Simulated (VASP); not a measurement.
# LiSi16 (a cell with a defect) in VASP: notebook

LiSi16 (a cell with a defect) is run at these levels: PBE; tasks: single point.

Program: VASP 6.6.1. These are calculated values, not measurements. Logs are shortened: lines on timing, memory, paths and dates and some standing lists are left out, and cuts for length are marked.

### 1 The cell of the first run

The cell holds a defect, 17 atoms: a = 7.679 Å, b = 7.679 Å, c = 7.679 Å, α = 60.00°, β = 60.00°, γ = 60.00°.

### 2 Single point, PBE

File INCAR:

```
SYSTEM = LiSi16
PREC = Accurate
ENCUT = 520
EDIFF = 1E-6
ISMEAR = 0
SIGMA = 0.02
LREAL = Auto
LASPH = .TRUE.
NELM = 60
ALGO = Normal
ISIF = 2
LWAVE = .FALSE.
LCHARG = .FALSE.
GGA = PE
NBANDS = 48
NELECT = 66.0
```

File KPOINTS:

```
Automatic mesh
0
G
  2 2 2
  0 0 0
```

File POSCAR:

```
LiSi16
1.0
    0.0000000000      5.4300000000      5.4300000000
    5.4300000000      0.0000000000      5.4300000000
    5.4300000000      5.4300000000      0.0000000000
Si Li
16 1
Direct
   -0.0019666667      0.0070119705     -0.0044460405
    0.1199268877      0.1247990792      0.1294745856
   -0.0102238490      0.0037363720      0.5028058011
    0.1203371087      0.1409840700      0.6191140884
   -0.0019367403      0.4983910681     -0.0045816759
    0.1315606814      0.6318256906      0.1037013812
    0.0082730203      0.5085844383      0.4739393186
    0.1200011971      0.6196663904      0.6189894107
    0.4926696133     -0.0069464088      0.0202869245
    0.6243318600      0.1246149171      0.1297462247
    0.5043132597      0.0042561694      0.5030769797
    0.6179532228      0.1174572744      0.6479968692
    0.5067260589      0.4983135359     -0.0043930939
    0.6244424494      0.6203183241      0.1295113260
    0.5039970534      0.4892902394      0.5028381215
    0.6408517495      0.6202303867      0.6191370166
    0.2785500921      0.7787191529      0.6636195212
```

Potentials or basis: VASP PAW PBE potentials, release 64 (Si, Li_sv).

Run with:

```
$ cat potpaw_PBE.64/Si/POTCAR potpaw_PBE.64/Li_sv/POTCAR > POTCAR
$ mpirun -np 1 vasp_std > vasp.out
```

OUTCAR:

```text
SYSTEM = LiSi16
   PREC = Accurate
   ENCUT = 520
   EDIFF = 1E-6
   ISMEAR = 0
   LREAL = Auto
   LASPH = .TRUE.
   NELM = 60
   ISIF = 2
   GGA = PE
   NELECT = 66.0

 ion  position               nearest neighbor table
   1  0.998  0.007  0.996-   2 2.34  10 2.34   6 2.36   4 2.36
   2  0.120  0.125  0.129-   9 2.34   3 2.34   5 2.34   1 2.34
   3  0.990  0.004  0.503-  12 2.34   2 2.34   8 2.41   4 2.41  17 2.49
   4  0.120  0.141  0.619-   7 2.31  17 2.33   1 2.36  11 2.41   3 2.41
   5  0.998  0.498  0.995-   2 2.34  14 2.34   6 2.36   8 2.36
   6  0.132  0.632  0.104-   7 2.32  13 2.35   1 2.36   5 2.36  17 2.76
   7  0.008  0.509  0.474-  16 2.31   4 2.31   8 2.31   6 2.32
   8  0.120  0.620  0.619-   7 2.31  17 2.33   5 2.36  15 2.41   3 2.41
   9  0.493  0.993  0.020-  12 2.33  10 2.34  14 2.34   2 2.34
  10  0.624  0.125  0.130-   9 2.34  11 2.34  13 2.34   1 2.34
  11  0.504  0.004  0.503-  12 2.34  10 2.34   4 2.41  16 2.41  17 2.50
  12  0.618  0.117  0.648-   9 2.33  11 2.34   3 2.34  15 2.34
  13  0.507  0.498  0.996-  14 2.34  10 2.34   6 2.35  16 2.36
  14  0.624  0.620  0.130-   9 2.34  15 2.34  13 2.34   5 2.34
  15  0.504  0.489  0.503-  12 2.34  14 2.34   8 2.41  16 2.41  17 2.49
  16  0.641  0.620  0.619-   7 2.31  17 2.33  13 2.36  11 2.41  15 2.41
  17  0.279  0.779  0.664-   8 2.33   4 2.33  16 2.33   3 2.49  15 2.49  11 2.50   6 2.76

  LATTYP: Found a face centered cubic cell.
 ALAT       =    10.8600000000

  Lattice vectors:

 A1 = (   0.0000000000,   5.4300000000,   5.4300000000)
 A2 = (   5.4300000000,   0.0000000000,   5.4300000000)
 A3 = (   5.4300000000,   5.4300000000,   0.0000000000)

Analysis of symmetry for initial positions (statically):
=====================================================================
 Subroutine PRICEL returns:
 Original cell was already a primitive cell.

 Routine SETGRP: Setting up the symmetry group for a
 face centered cubic supercell.

 Subroutine GETGRP returns: Found  1 space group operations
 (whereof  1 operations were pure point group operations)
 out of a pool of 48 trial point group operations.

The static configuration has the point symmetry C_1 .

Analysis of symmetry for dynamics (positions and initial velocities):
=====================================================================
 Subroutine PRICEL returns:
 Original cell was already a primitive cell.

 Routine SETGRP: Setting up the symmetry group for a
 face centered cubic supercell.

 Subroutine GETGRP returns: Found  1 space group operations
 (whereof  1 operations were pure point group operations)
 out of a pool of 48 trial point group operations.

The dynamic configuration has the point symmetry C_1 .

 Subroutine INISYM returns: Found  1 space group operations
 (whereof  1 operations are pure point group operations),
 and found     1 'primitive' translations

----------------------------------------------------------------------------------------

                                     Primitive cell

  volume of cell :     320.2060

  direct lattice vectors                    reciprocal lattice vectors
     0.000000000  5.430000000  5.430000000    -0.092081031  0.092081031  0.092081031
     5.430000000  0.000000000  5.430000000     0.092081031 -0.092081031  0.092081031
     5.430000000  5.430000000  0.000000000     0.092081031  0.092081031 -0.092081031

  length of vectors
     7.679179644  7.679179644  7.679179644     0.159489025  0.159489025  0.159489025

  position of ions in fractional coordinates (direct lattice)
     0.998033333  0.007011971  0.995553960
     0.119926888  0.124799079  0.129474586
     0.989776151  0.003736372  0.502805801
     0.120337109  0.140984070  0.619114088
     0.998063260  0.498391068  0.995418324
     0.131560681  0.631825691  0.103701381
[... 9 lines left out ...]
     0.640851750  0.620230387  0.619137017
     0.278550092  0.778719153  0.663619521

  ion indices of the primitive-cell ions
   primitive index   ion index
                 1           1
                 2           2
                 3           3
                 4           4
                 5           5
                 6           6
[... 9 lines left out ...]
                16          16
                17          17

----------------------------------------------------------------------------------------

 KPOINTS: Automatic mesh

Automatic generation of k-mesh.
 Grid dimensions read from file:
 generate k-points for:    2    2    2

 Generating k-lattice:

  Cartesian coordinates                     Fractional coordinates (reciprocal lattice)
    -0.046040516  0.046040516  0.046040516     0.500000000  0.000000000  0.000000000
     0.046040516 -0.046040516  0.046040516     0.000000000  0.500000000  0.000000000
     0.046040516  0.046040516 -0.046040516     0.000000000  0.000000000  0.500000000

  Length of vectors
     0.079744512  0.079744512  0.079744512

  Shift w.r.t. Gamma in fractional coordinates (k-lattice)
     0.000000000  0.000000000  0.000000000

 Subroutine IBZKPT returns following result:
 ===========================================

 Found      8 irreducible k-points:

 Following reciprocal coordinates:
            Coordinates               Weight
  0.000000  0.000000  0.000000      1.000000
  0.500000  0.000000  0.000000      1.000000
  0.000000  0.500000  0.000000      1.000000
  0.000000  0.000000  0.500000      1.000000
  0.500000  0.500000  0.500000      1.000000
  0.500000  0.500000  0.000000      1.000000
  0.000000  0.500000  0.500000      1.000000
  0.500000  0.000000  0.500000      1.000000
   k-points           NKPTS =      8   k-points in BZ     NKDIM =      8   number of bands    NBANDS=     48
   number of dos      NEDOS =    301   number of ions     NIONS =     17
   total plane-waves  NPLWV = 216000
   dimension x,y,z NGX =    60 NGY =   60 NGZ =   60
   dimension x,y,z NGXF=   120 NGYF=  120 NGZF=  120
   ions per type =              16   1
   NGX,Y,Z   is equivalent  to a cutoff of  12.99, 12.99, 12.99 a.u.
   NGXF,Y,Z  is equivalent  to a cutoff of  25.98, 25.98, 25.98 a.u.
 SYSTEM =  LiSi16
   PREC   = accura    normal or accurate (medium, high low for compatibility)
   ISTART =      0    job   : 0-new  1-cont  2-samecut
   ICHARG =      2    charge: 1-file 2-atom 10-const
   ISPIN  =      1    spin polarized calculation?
   LNONCOLLINEAR =      F non collinear calculations
   LSORBIT =      F    spin-orbit coupling
   LASPH  =      T    aspherical Exc in radial PAW
   ENCUT  =  520.0 eV  38.22 Ry    6.18 a.u.  14.28 14.28 14.28*2*pi/ulx,y,z
   NELM   =     60;   NELMIN=  2; NELMDL= -5     # of ELM steps
   EDIFF  = 0.1E-05   stopping-criterion for ELM
   LREAL  =      T    real-space projection
   EDIFFG = 0.1E-04   stopping-criterion for IOM
   NSW    =      0    number of steps for IOM
   IBRION =     -1    ionic relax: 0-MD 1-quasi-New 2-CG
   NFREE  =      0    steps in history (QN), initial steepest desc. (CG)
   ISIF   =      2    stress and relaxation
   ISYM   =      2    0-nonsym 1-usesym 2-fastsym
   POTIM  = 0.5000    time-step for ionic-motion
   TEBEG  =    0.0;   TEEND  =   0.0 temperature during run
   PSTRESS=    0.0 pullay stress
   NELECT =      66.0000    total number of electrons
   NUPDOWN=      -1.0000    fix difference up-down
   EMIN   =  10.00;   EMAX   =-10.00  energy-range for DOS
   EFERMI =   0.00;   METHOD = LEGACY
   ISMEAR =     0;   SIGMA  =   0.02  broadening in eV -4-tet -1-fermi 0-gaus
   EFERMI_NEDOS =   21; number of points for ismear=-14 and -15
   IALGO  =     38    algorithm
   IMIX   =      4    mixing-type and parameters
     AMIX     =   0.40;   BMIX     =  1.00
     AMIX_MAG =   1.60;   BMIX_MAG =  1.00
  volume/ion in A,a.u.               =      18.84       127.11
  Fermi-wavevector in a.u.,A,eV,Ry     =   0.967044  1.827449 12.723821  0.935174
  Thomas-Fermi vector in A             =   2.096897
   LORBIT       =      0    0 simple, 1 ext, 2 COOP (PROOUT), +10 PAW based schemes
   GGA     = PE    functional components
   LHFCALC =     F    Hartree Fock is set to
   AEXX    =    0.0000 exact exchange contribution
   IVDW    =     0    specifies the selected vdW correction
   LEPSILON=     F    determine dielectric tensor
   LRPA    =     F    only Hartree local field effects (RPA)
 non-spin polarized calculation
 Gauss-broadening in eV      SIGMA  =   0.02
  energy-cutoff  :      520.00
  volume of cell :      320.21
 maximum number of plane-waves:      8646
 NGX is ok and might be reduce to    60
   NGX = 29   NGY = 29   NGZ = 29

 number of electron      66.0000001 magnetization

 Free energy of the ion-electron system (eV)
  ---------------------------------------------------
  ext. energy  EPLUGINS =         0.00000000
  ---------------------------------------------------
  free energy    TOTEN  =       -93.25089792 eV

  energy without entropy =      -93.25089792  energy(sigma->0) =      -93.25089792

 E-fermi :   6.2137     XC(G=0):  -9.4429

 val. band max:        6.0537411470   @ k =   0.0000   0.0000   0.0000
 cond. band min:       6.5186982125   @ k =   0.0000   0.0000   0.0000
 fundamental gap:      0.4649570656
 Fermi energy:         6.2136855862

 k-point     1 :       0.0000    0.0000    0.0000
  band No.  band energies     occupation
      1     -40.2932      2.00000
      2      -5.9154      2.00000
      3      -3.6703      2.00000
      4      -3.6103      2.00000
      5      -3.6095      2.00000
      6      -3.5776      2.00000
[... 37 lines left out ...]
     44       8.2915      0.00000
     45       8.2938      0.00000

 k-point     2 :       0.5000    0.0000    0.0000
  band No.  band energies     occupation
      1     -40.2933      2.00000
      2      -5.1794      2.00000
      3      -5.0748      2.00000
      4      -3.3469      2.00000
      5      -3.3205      2.00000
      6      -3.2372      2.00000
[... 37 lines left out ...]
     44       9.5870      0.00000
     45       9.6485      0.00000

 k-point     3 :       0.0000    0.5000    0.0000
  band No.  band energies     occupation
      1     -40.2933      2.00000
      2      -5.1794      2.00000
      3      -5.0748      2.00000
      4      -3.3465      2.00000
      5      -3.3207      2.00000
      6      -3.2367      2.00000
[... 37 lines left out ...]
     44       9.5865      0.00000
     45       9.6484      0.00000

 k-point     4 :       0.0000    0.0000    0.5000
  band No.  band energies     occupation
      1     -40.2933      2.00000
      2      -5.1742      2.00000
      3      -5.0616      2.00000
      4      -3.3390      2.00000
      5      -3.3051      2.00000
      6      -3.3032      2.00000
[... 37 lines left out ...]
     44       9.6429      0.00000
     45       9.6448      0.00000

 k-point     5 :       0.5000    0.5000    0.5000
  band No.  band energies     occupation
      1     -40.2933      2.00000
      2      -5.1794      2.00000
      3      -5.0749      2.00000
      4      -3.3456      2.00000
      5      -3.3214      2.00000
      6      -3.2357      2.00000
[... 37 lines left out ...]
     44       9.5853      0.00000
     45       9.6481      0.00000

 k-point     6 :       0.5000    0.5000    0.0000
  band No.  band energies     occupation
      1     -40.2932      2.00000
      2      -4.8957      2.00000
      3      -4.8049      2.00000
      4      -3.9294      2.00000
      5      -3.8974      2.00000
      6      -3.8940      2.00000
[... 37 lines left out ...]
     44      10.2888      0.00000
     45      10.3324      0.00000

 k-point     7 :       0.0000    0.5000    0.5000
  band No.  band energies     occupation
      1     -40.2932      2.00000
      2      -4.8958      2.00000
      3      -4.8050      2.00000
      4      -3.9296      2.00000
      5      -3.8974      2.00000
      6      -3.8934      2.00000
[... 37 lines left out ...]
     44      10.2914      0.00000
     45      10.3309      0.00000

 k-point     8 :       0.5000    0.0000    0.5000
  band No.  band energies     occupation
      1     -40.2932      2.00000
      2      -4.8957      2.00000
      3      -4.8051      2.00000
      4      -3.9298      2.00000
      5      -3.8974      2.00000
      6      -3.8933      2.00000
[... 37 lines left out ...]
     44      10.2925      0.00000
     45      10.3301      0.00000
 [bands above 45 left out]

------------------------ aborting loop because EDIFF is reached ----------------------------------------

  FORCE on cell =-STRESS in cart. coord.  units (eV):
  Direction    XX          YY          ZZ          XY          YZ          ZX
  --------------------------------------------------------------------------------------
  -------------------------------------------------------------------------------------
  Total       -0.8814454     -0.8624230     -0.9165285     -0.5902663      0.5766234      0.5585792
  in kB       -4.4103853     -4.3152051     -4.5859264     -2.9534466      2.8851830      2.7948976
  external PRESSURE =      -4.4371723 kB  Pullay stress =       0.0000000 kB

 VOLUME and BASIS-vectors are now :
 -----------------------------------------------------------------------------
  energy-cutoff  :      520.00
  volume of cell :      320.21
      direct lattice vectors                 reciprocal lattice vectors
     0.000000000  5.430000000  5.430000000    -0.092081031  0.092081031  0.092081031
     5.430000000  0.000000000  5.430000000     0.092081031 -0.092081031  0.092081031
     5.430000000  5.430000000  0.000000000     0.092081031  0.092081031 -0.092081031

 POSITION                                       TOTAL-FORCE (eV/Angst)
 -----------------------------------------------------------------------------------
      5.44393     10.82518      5.45740        -0.017540     -0.026848      0.025021
      1.38071      1.35425      1.32886        -0.032417     -0.007614      0.035484
      2.75052      8.10472      5.39477        -0.033672     -0.014170      0.032308
      4.12733      4.01522      1.41897        -0.035205     -0.050118      0.040517
      8.11138     10.82461      8.12575        -0.022798     -0.024105      0.024729
      3.99391      1.27747      4.14519        -0.009957     -0.011858      0.009651
[... 9 lines left out ...]
      6.72976      6.84174      6.84768        -0.041510     -0.039268      0.036268
      7.83190      5.11598      5.74097         0.435789      0.443516     -0.421292
 -----------------------------------------------------------------------------------
    total drift:                                0.001087      0.000175      0.001861

  FREE ENERGIE OF THE ION-ELECTRON SYSTEM (eV)
  ---------------------------------------------------
  free  energy   TOTEN  =       -93.2508979243 eV

  energy  without entropy=      -93.2508979243  energy(sigma->0) =      -93.25089792
```

Run time: 5.1 min. Hardware: 1 thread of Intel Xeon 6975P-C (Granite Rapids), shared host; peak memory 0.47 GiB.

What came out:

* Free energy: -93.2509 eV
* Largest force: 0.751 eV/Å

Forces in eV/Å, atoms in the order of the input:
```
Si  -0.018 -0.027  0.025
Si  -0.032 -0.008  0.035
Si  -0.034 -0.014  0.032
Si  -0.035 -0.050  0.041
Si  -0.023 -0.024  0.025
Si  -0.010 -0.012  0.010
Si   0.005  0.020  0.016
Si  -0.052 -0.057  0.028
Si  -0.030 -0.028  0.029
Si  -0.027 -0.026  0.026
Si  -0.051 -0.049 -0.020
Si  -0.043 -0.046  0.041
Si  -0.029 -0.016  0.027
Si  -0.013 -0.030  0.034
Si  -0.004 -0.037  0.037
Si  -0.042 -0.039  0.036
Li   0.436  0.444 -0.421
```

Caveat: the k points lie up to 0.50 Å⁻¹ apart; the cell carries a net charge on a neutralising background, which shifts energy and pressure; the cell is charged against a uniform background, so pressure and absolute levels hang on convention; the cutoff is under 1.25 times the usual one of these potentials, so pressure, stress and relaxed cells hold a basis-set (Pulay) error.

(Part 1 of 2 ends here.)
